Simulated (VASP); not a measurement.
# YAl3 in VASP: notebook

Runs on YAl3. Level: PBE. Tasks: single point.

All numbers are computed with VASP 6.6.1; they aren't measurements. Logs are shortened: lines on timing, memory, paths and dates and some standing lists are left out, and cuts for length are marked.

## Step 1: The cell of the first run

The cell holds a sheet with vacuum, 4 atoms: a = 4.240 Å, b = 4.240 Å, c = 17.000 Å, α = 90.00°, β = 90.00°, γ = 90.00°.

## Step 2: Single point, PBE

The input, INCAR:

```
PREC = Accurate ; ENCUT = 520
EDIFF = 1E-7 ; ISMEAR = 0
SIGMA = 0.1 ; LREAL = False
LASPH = True ; NELM = 60
ALGO = Normal ; ISIF = 2
LWAVE = False ; LCHARG = False
LDIPOL = True ; IDIPOL = 3
DIPOL = 0.5 0.5 0.500 ; GGA = PE
NBANDS = 18
```

The input, KPOINTS:

```
regular mesh
0
Gamma
  4 4 1
```

The input, POSCAR:

```
YAl3
1.0
    4.2400310000      0.0000000000      0.0000000000
    0.0000000000      4.2400310000      0.0000000000
    0.0000000000      0.0000000000     17.0000000000
Y Al
1 3
Direct
    0.0000000000      0.0000000000      0.4376466100
    0.5000000000      0.5000000000      0.4376466100
    0.5000000000      0.0000000000      0.5623533900
    0.0000000000      0.5000000000      0.5623533900
```

Potentials or basis: VASP PAW PBE potentials, release 64 (Y_sv, Al).

Launch:

```sh
$ cat potpaw_PBE.64/Y_sv/POTCAR potpaw_PBE.64/Al/POTCAR > POTCAR
$ mpirun -np 1 vasp_std > vasp.out
```

OUTCAR:

```text
PREC = Accurate
   ENCUT = 520
   EDIFF = 1E-7
   ISMEAR = 0
   LREAL = False
   LASPH = True
   NELM = 60
   ISIF = 2
   GGA = PE

 ion  position               nearest neighbor table
   1  0.000  0.000  0.438-   3 3.00   4 3.00   4 3.00   3 3.00   2 3.00   2 3.00   2 3.00   2 3.00

   2  0.500  0.500  0.438-   3 3.00   4 3.00   3 3.00   4 3.00   1 3.00   1 3.00   1 3.00   1 3.00

   3  0.500  0.000  0.562-   1 3.00   2 3.00   2 3.00   1 3.00   4 3.00   4 3.00   4 3.00   4 3.00

   4  0.000  0.500  0.562-   1 3.00   2 3.00   1 3.00   2 3.00   3 3.00   3 3.00   3 3.00   3 3.00

  LATTYP: Found a simple tetragonal cell.
 ALAT       =     4.2400310000
 C/A-ratio  =     4.0094046482

  Lattice vectors:

 A1 = (   4.2400310000,   0.0000000000,   0.0000000000)
 A2 = (   0.0000000000,   4.2400310000,   0.0000000000)
 A3 = (   0.0000000000,   0.0000000000,  17.0000000000)

Analysis of symmetry for initial positions (statically):
=====================================================================
 Subroutine PRICEL returns:
 Original cell was already a primitive cell.

 Routine SETGRP: Setting up the symmetry group for a
 simple tetragonal supercell.

 Subroutine GETGRP returns: Found  8 space group operations
 (whereof  8 operations were pure point group operations)
 out of a pool of 16 trial point group operations.

The static configuration has the point symmetry C_4v.

Analysis of symmetry for dynamics (positions and initial velocities):
=====================================================================
 Subroutine PRICEL returns:
 Original cell was already a primitive cell.

 Routine SETGRP: Setting up the symmetry group for a
 simple tetragonal supercell.

 Subroutine GETGRP returns: Found  8 space group operations
 (whereof  8 operations were pure point group operations)
 out of a pool of 16 trial point group operations.

The dynamic configuration has the point symmetry C_4v.

 Subroutine INISYM returns: Found  8 space group operations
 (whereof  8 operations are pure point group operations),
 and found     1 'primitive' translations

----------------------------------------------------------------------------------------

                                     Primitive cell

  volume of cell :     305.6237

  direct lattice vectors                    reciprocal lattice vectors
     4.240031000  0.000000000  0.000000000     0.235847332  0.000000000  0.000000000
     0.000000000  4.240031000  0.000000000     0.000000000  0.235847332  0.000000000
[... 78 lines left out ...]
   POTIM  = 0.5000    time-step for ionic-motion
   TEBEG  =    0.0;   TEEND  =   0.0 temperature during run
   PSTRESS=    0.0 pullay stress
   NELECT =      20.0000    total number of electrons
   NUPDOWN=      -1.0000    fix difference up-down
   EMIN   =  10.00;   EMAX   =-10.00  energy-range for DOS
   EFERMI =   0.00;   METHOD = LEGACY
   ISMEAR =     0;   SIGMA  =   0.10  broadening in eV -4-tet -1-fermi 0-gaus
   EFERMI_NEDOS =   21; number of points for ismear=-14 and -15
   IALGO  =     38    algorithm
   IMIX   =      4    mixing-type and parameters
     AMIX     =   0.40;   BMIX     =  1.00
     AMIX_MAG =   1.60;   BMIX_MAG =  1.00
  volume/ion in A,a.u.               =      76.41       515.61
  Fermi-wavevector in a.u.,A,eV,Ry     =   0.659714  1.246679  5.921566  0.435223
  Thomas-Fermi vector in A             =   1.731936
   LORBIT       =      0    0 simple, 1 ext, 2 COOP (PROOUT), +10 PAW based schemes
   GGA     = PE    functional components
   LHFCALC =     F    Hartree Fock is set to
   AEXX    =    0.0000 exact exchange contribution
   IVDW    =     0    specifies the selected vdW correction
   LEPSILON=     F    determine dielectric tensor
   LRPA    =     F    only Hartree local field effects (RPA)
 non-spin polarized calculation
 Gauss-broadening in eV      SIGMA  =   0.10
  energy-cutoff  :      520.00
  volume of cell :      305.62
 maximum number of plane-waves:      8244
 NGX is ok and might be reduce to    32
   NGX = 15   NGY = 15   NGZ = 63

 number of electron      20.0000002 magnetization

 dipolmoment           0.000000      0.000000      0.071195 electrons x Angstroem

 Free energy of the ion-electron system (eV)
  ---------------------------------------------------
  ext. energy  EPLUGINS =         0.00000000
  ---------------------------------------------------
  free energy    TOTEN  =       -16.31072846 eV

  energy without entropy =      -16.29779224  energy(sigma->0) =      -16.30426035

 E-fermi :  -1.2154     XC(G=0):  -3.7380

 val. band max:       -1.2646702073   @ k =   0.2500   0.2500   0.0000
 cond. band min:      -1.0221519100   @ k =   0.2500   0.2500   0.0000
 fundamental gap:      0.2425182974
 Fermi energy:        -1.2153790324

 k-point     1 :       0.0000    0.0000    0.0000
  band No.  band energies     occupation
      1     -43.7434      2.00000
      2     -23.9564      2.00000
      3     -23.6918      2.00000
      4     -23.6918      2.00000
      5      -9.1120      2.00000
      6      -5.8559      2.00000
[... 103 lines left out ...]
      5      -6.3220      2.00000
      6      -5.4467      2.00000
[... 10 lines left out ...]
     17       2.4868      0.00000
     18       3.8826      0.00000

------------------------ aborting loop because EDIFF is reached ----------------------------------------

 vacuum level on the upper side and lower side of the slab       (xc-potential included)         0.233        -0.483

  FORCE on cell =-STRESS in cart. coord.  units (eV):
  Direction    XX          YY          ZZ          XY          YZ          ZX
  --------------------------------------------------------------------------------------
  -------------------------------------------------------------------------------------
  Total       -1.7598184     -1.7598184     -0.9736142      0.0000000      0.0000000      0.0000000
  in kB       -9.2255327     -9.2255327     -5.1039980      0.0000000      0.0000000      0.0000000
  external PRESSURE =      -7.8516878 kB  Pullay stress =       0.0000000 kB

 VOLUME and BASIS-vectors are now :
 -----------------------------------------------------------------------------
  energy-cutoff  :      520.00
  volume of cell :      305.62
      direct lattice vectors                 reciprocal lattice vectors
     4.240031000  0.000000000  0.000000000     0.235847332  0.000000000  0.000000000
     0.000000000  4.240031000  0.000000000     0.000000000  0.235847332  0.000000000
     0.000000000  0.000000000 17.000000000     0.000000000  0.000000000  0.058823529

 POSITION                                       TOTAL-FORCE (eV/Angst)
 -----------------------------------------------------------------------------------
      0.00000      0.00000      7.43999         0.000000     -0.000000     -0.239319
      2.12002      2.12002      7.43999         0.000000      0.000000      0.697346
      2.12002      0.00000      9.56001         0.000000     -0.000000     -0.229013
      0.00000      2.12002      9.56001         0.000000     -0.000000     -0.229013
 -----------------------------------------------------------------------------------
    total drift:                                0.000000     -0.000000      0.000035

  FREE ENERGIE OF THE ION-ELECTRON SYSTEM (eV)
  ---------------------------------------------------
  free  energy   TOTEN  =       -16.3107284586 eV

  energy  without entropy=      -16.2977922353  energy(sigma->0) =      -16.30426035

 vacuum level on the upper side and lower side of the slab         2.910         2.165
```

OSZICAR:

```text
N       E                     dE             d eps       ncg     rms          rms(c)
DAV:   1     0.463228584809E+02    0.46323E+02   -0.80830E+03   264   0.803E+02
DAV:   2    -0.128423936831E+02   -0.59165E+02   -0.57702E+02   320   0.145E+02
DAV:   3    -0.177026202327E+02   -0.48602E+01   -0.48081E+01   408   0.290E+01
[... 16 lines left out ...]
DAV:  20    -0.163107224124E+02   -0.12783E-04   -0.85242E-07   268   0.257E-03    0.167E-03
DAV:  21    -0.163107275697E+02   -0.51572E-05   -0.54652E-07   220   0.159E-03    0.139E-03
DAV:  22    -0.163107280193E+02   -0.44963E-06   -0.53501E-08   248   0.862E-04    0.272E-04
DAV:  23    -0.163107284308E+02   -0.41155E-06   -0.63965E-08   206   0.593E-04    0.221E-04
DAV:  24    -0.163107284586E+02   -0.27753E-07   -0.55924E-09   214   0.235E-04
   1 F= -.16310728E+02 E0= -.16304260E+02  d E =-.129362E-01
```

Wall time 47 s (1 thread of Intel Xeon Platinum 8488C (Sapphire Rapids), shared host); peak memory 0.36 GiB.

What came out:

| Item | Value |
| --- | --- |
| Free energy | -16.3107 eV |
| Largest force | 0.697 eV/Å |
| Band gap on the k mesh | zero (band 10 reaches -1.26 eV, above the bottom of band 11 at -1.39 eV) |

Forces in eV/Å, atoms in the order of the input:
```
Y    0.000  0.000 -0.239
Al   0.000  0.000  0.697
Al   0.000  0.000 -0.229
Al   0.000  0.000 -0.229
```

Caveat: the k points lie up to 0.37 Å⁻¹ apart.

## Step 3: Single point, PBE

This run uses another cell than the first one, of 115.25 Å³/atom, 1.508 times its volume.

The input, INCAR:

```
ALGO = Normal ; DIPOL = 0.5 0.5 0.303
EDIFF = 1E-6 ; ENCUT = 520
GGA = PE ; IDIPOL = 3
ISIF = 2 ; ISMEAR = 0
LASPH = True ; LCHARG = False
LDIPOL = True ; LREAL = False
LWAVE = False ; NBANDS = 18
NELM = 80 ; PREC = Accurate
SIGMA = 0.1
```

The input, KPOINTS:

```
k-points
0
Gamma
  4 4 1
```

The input, POSCAR:

```
YAl3
1.0
    4.0547526304      0.0000000000      0.0000000000
    0.0000000000      4.0547526304      0.0000000000
    0.0000000000      0.0000000000     28.0400305200
Y Al
1 3
Direct
    0.0000000000      0.0000000000      0.2546947604
    0.5000000000      0.5000000000      0.2762163442
    0.5000000000      0.0000000000      0.3408205353
    0.0000000000      0.5000000000      0.3408205353
```

Potentials or basis: VASP PAW PBE potentials, release 64 (Y_sv, Al).

Launch:

```sh
$ cat potpaw_PBE.64/Y_sv/POTCAR potpaw_PBE.64/Al/POTCAR > POTCAR
$ mpirun -np 1 vasp_std > vasp.out
```

Wall time 91 s (1 thread of Intel Xeon Platinum 8488C (Sapphire Rapids), shared host); peak memory 0.46 GiB.

The run converged. Its results:

| Item | Value |
| --- | --- |
| Free energy | -16.5799 eV |
| Largest force | 0.004 eV/Å |
| Band gap on the k mesh | zero (band 10 reaches -2.00 eV, above the bottom of band 11 at -2.06 eV) |

Forces on the atoms (eV/Å):
```
Y    0.000  0.000  0.004
Al   0.000  0.000  0.001
Al   0.000  0.000 -0.003
Al   0.000  0.000 -0.003
```

Levels at points of the mesh, in eV from the Fermi level:
```csv
k point,band 6,band 7,band 8,band 9,band 10,band 11,band 12,band 13,band 14,band 15
"(0.00, 0.00, 0.00)",-4.81,-1.31,-1.12,-0.99,-0.99,0.34,2.10,2.27,2.34,3.02
"(0.50, 0.00, 0.00)",-5.88,-2.61,-2.21,-0.67,-0.39,0.99,1.13,1.74,2.26,2.65
"(0.50, 0.50, 0.00)",-4.52,-4.52,-2.90,-1.98,-0.05,-0.05,1.23,1.23,2.46,2.84
```

Caveat: the k points lie up to 0.39 Å⁻¹ apart.

## Step 4: Single point, PBE

This run uses another cell than the first one, of 113.57 Å³/atom, 1.486 times its volume.

The input, INCAR:

```
PREC     = Accurate       # precision mode
ENCUT    = 520            # plane-wave cutoff, eV
EDIFF    = 1E-6           # SCF threshold, eV
ISMEAR   = 0              # smearing method
SIGMA    = 0.1            # smearing width, eV
LREAL    = False          # projectors in reciprocal space
LASPH    = True           # aspherical terms in the spheres
NELM     = 80             # most SCF steps
ALGO     = Normal         # electronic algorithm
ISIF     = 2              # what is computed and relaxed
LWAVE    = False          # write WAVECAR
LCHARG   = False          # write CHGCAR
LDIPOL   = True         
IDIPOL   = 3            
DIPOL    = 0.5 0.5 0.303
GGA      = PE             # functional
NBANDS   = 18             # bands
```

The input, KPOINTS:

```
regular mesh
0
Gamma
  12 12 1
```

The input, POSCAR:

```
YAl3
1.0
    4.0251043785      0.0000000000      0.0000000000
    0.0000000000      4.0251043785      0.0000000000
    0.0000000000      0.0000000000     28.0400305200
Y Al
1 3
Direct
    0.0000000000      0.0000000000      0.2525710030
    0.5000000000      0.5000000000      0.2760125532
    0.5000000000      0.0000000000      0.3419843095
    0.0000000000      0.5000000000      0.3419843095
```

Launch:

```sh
$ cat potpaw_PBE.64/Y_sv/POTCAR potpaw_PBE.64/Al/POTCAR > POTCAR
$ mpirun -np 1 vasp_std > vasp.out
```

It took 4.4 min on 1 thread of Intel Xeon Platinum 8488C (Sapphire Rapids), shared host; peak memory 0.61 GiB.

Results (log left out):

```yaml
Free_energy: -16.6298 eV
Band_gap_on_the_k_mesh: zero (band 10 reaches -1.84 eV, above the bottom of band 11 at -2.07 eV)
```

Levels at points of the mesh, in eV from the Fermi level:
```csv
k point,band 8,band 9,band 10,band 11,band 12,band 13
"(0.00, 0.00, 0.00)",-1.12,-0.84,-0.84,0.36,2.14,2.40
"(0.50, 0.00, 0.00)",-2.18,-0.50,-0.37,1.06,1.16,1.79
"(0.50, 0.50, 0.00)",-2.89,-2.01,-0.04,-0.04,1.33,1.33
```

## Step 5: Single point, PBE

This run uses another cell than the first one, of 115.25 Å³/atom, 1.508 times its volume.

The input, INCAR:

```
SYSTEM = YAl3
  PREC = Accurate
  ENCUT = 520
  EDIFF = 1E-7
  ISMEAR = 0
  SIGMA = 0.1
  LREAL = .FALSE.
  LASPH = .TRUE.
  NELM = 80
  ALGO = Normal
  ISIF = 2
  LWAVE = .FALSE.
  LCHARG = .FALSE.
  LDIPOL = .TRUE.
  IDIPOL = 3
  DIPOL = 0.5 0.5 0.303
  GGA = PE
  NBANDS = 18
```

The input, KPOINTS:

```
regular mesh
0
G
  12 12 1
  0 0 0
```

The input, POSCAR:

```
YAl3
1.0
    4.0547526304      0.0000000000      0.0000000000
    0.0000000000      4.0547526304      0.0000000000
    0.0000000000      0.0000000000     28.0400305200
Y Al
1 3
Direct
    0.0000000000      0.0000000000      0.2546947604
    0.5000000000      0.5000000000      0.2762163442
    0.5000000000      0.0000000000      0.3408205353
    0.0000000000      0.5000000000      0.3408205353
```

Launch:

```sh
$ cat potpaw_PBE.64/Y_sv/POTCAR potpaw_PBE.64/Al/POTCAR > POTCAR
$ mpirun -np 1 vasp_std > vasp.out
```

Run time: 4.9 min. Hardware: 1 thread of Intel Xeon Platinum 8488C (Sapphire Rapids), shared host; peak memory 0.61 GiB.

The run converged. Its results:

```yaml
Free_energy: -16.6186 eV
Largest_force: 0.170 eV/Å
Band_gap_on_the_k_mesh: zero (band 10 reaches -1.94 eV, above the bottom of band 11 at -2.11 eV)
```

Forces in eV/Å, atoms in the order of the input:
```
Y    0.000  0.000 -0.170
Al   0.000  0.000 -0.122
Al   0.000  0.000  0.146
Al   0.000  0.000  0.146
```

Levels at points of the mesh, in eV from the Fermi level:
```csv
k point,band 7,band 8,band 9,band 10,band 11,band 12,band 13,band 14
"(0.00, 0.00, 0.00)",-1.30,-1.09,-1.01,-1.01,0.36,2.11,2.29,2.36
"(0.50, 0.00, 0.00)",-2.58,-2.19,-0.67,-0.36,0.97,1.14,1.78,2.26
"(0.50, 0.50, 0.00)",-4.54,-2.93,-1.96,-0.03,-0.03,1.26,1.26,2.48
```

## Step 6: The runs side by side

```csv
cell,k mesh,gap on the mesh (eV),largest force (eV/Å)
"a = 4.240, b = 4.240, c = 17.000 Å, 4 atoms",4 × 4 × 1,none,0.70
"a = 4.055, b = 4.055, c = 28.040 Å, 4 atoms",4 × 4 × 1,none,-
"a = 4.025, b = 4.025, c = 28.040 Å, 4 atoms",12 × 12 × 1,none,-
"a = 4.055, b = 4.055, c = 28.040 Å, 4 atoms",12 × 12 × 1,none,0.17
```

Alike in all rows: task single point; level PBE; potentials or basis VASP PAW PBE potentials, release 64 (Y_sv, Al); no spin polarisation; cutoff (eV) 520; smearing gaussian 0.1 eV.

Caveats: some runs use coarse meshes.

Total energies depend on the potentials used, so only differences within one code and one set of settings carry meaning.
